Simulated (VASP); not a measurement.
# BaTiO3: single point with PBEsol

Crystal: BaTiO3.

```
Ba Ti O
1.0
     2.83679    1.63782    2.30301
    -2.83679    1.63782    2.30301
     0.00000   -3.27564    2.30301
Ba Ti O
1 1 3
Direct
  0.00000 0.00000 0.00000
  0.48450 0.48450 0.48450
  0.50860 0.50860 0.01750
  0.01750 0.50860 0.50860
  0.50860 0.01750 0.50860
```

```yaml
Program: VASP 6.6.1
Task: single point
Functional: PBEsol
Potentials_or_basis: VASP PAW PBE potentials, release 64 (Ba_sv, Ti_sv, O)
Cutoff: 520 eV
k_mesh: 6 × 6 × 6
Occupations: fermi-dirac, width 0.05 eV
Spin: no spin polarisation
```

```
Pressure               : 0.5 GPa
Largest force          : 0.167 eV/Å
Band gap on the k mesh : 2.33 eV (least direct gap 2.76 eV)
```

Forces on the atoms (eV/Å):
```
Ba   0.000  0.000 -0.129
Ti   0.000  0.000  0.167
O    0.000  0.074 -0.013
O   -0.064 -0.037 -0.013
O    0.064 -0.037 -0.013
```

Stress tensor (GPa, compression positive):
```
-0.17  0.00  0.00
 0.00 -0.17  0.00
 0.00  0.00  1.97
```

Levels at points of the mesh, in eV from the valence-band top:
| k point | band 17 | band 18 | band 19 | band 20 | band 21 | band 22 | band 23 | band 24 |
| --- | --- | --- | --- | --- | --- | --- | --- | --- |
| (0.00, 0.00, 0.00) | -1.12 | -0.51 | -0.43 | -0.43 | 2.33 | 2.33 | 2.44 | 4.49 |
| (0.50, 0.00, 0.00) | -1.74 | -1.66 | -0.96 | -0.87 | 2.51 | 3.76 | 3.87 | 4.46 |
| (0.50, 0.50, 0.00) | -1.65 | -0.90 | -0.88 | -0.10 | 3.83 | 3.85 | 4.18 | 5.06 |
| (0.50, 0.50, 0.50) | -2.33 | -0.03 | -0.03 | 0.00 | 4.30 | 4.48 | 4.48 | 6.54 |

Run time: 98 s on 1 thread of Intel Xeon 8259CL, on a shared host, peak memory 0.21 GiB.

Caveat: the PAW data sets were made with another functional, which shifts forces and pressure a little; spin-orbit coupling is left out, which moves the levels of the heavy elements. A k mesh can miss the band edges.
